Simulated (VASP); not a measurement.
Here is a VASP 6.6.1 calculation.

Contents of INCAR:

```
SYSTEM = GeMo
ALGO = Normal
EDIFF = 1E-6
ENCUT = 500
GGA = PE
GGA_COMPAT = .FALSE.
ISIF = 2
ISMEAR = -1
LASPH = .TRUE.
LCHARG = .FALSE.
LREAL = .FALSE.
LWAVE = .FALSE.
NBANDS = 21
NELM = 120
PREC = Accurate
SIGMA = 0.1
```

Contents of KPOINTS:

```
k-points
0
G
  13 13 13
  0 0 0
```

File POSCAR:

```
GeMo
1.0
    0.0000000000      2.5712425630      2.5712425630
    2.5712425630      0.0000000000      2.5712425630
    2.5712425630      2.5712425630      0.0000000000
Mo Ge
1 1
Direct
    0.0000000000      0.0000000000      0.0000000000
    0.5000000000      0.5000000000      0.5000000000
```

Potentials or basis: VASP PAW PBE potentials, release 64 (Mo_sv, Ge_d).

Command:

```console
$ cat potpaw_PBE.64/Mo_sv/POTCAR potpaw_PBE.64/Ge_d/POTCAR > POTCAR
$ mpirun -np 1 vasp_std > vasp.out
```

Problem. Estimate the band gap on the k mesh.

Solution. Zero (bands 14 and 15 overlap by 1.69 eV).

Problem. What does it give for the pressure?

Solution. 0.2 GPa.
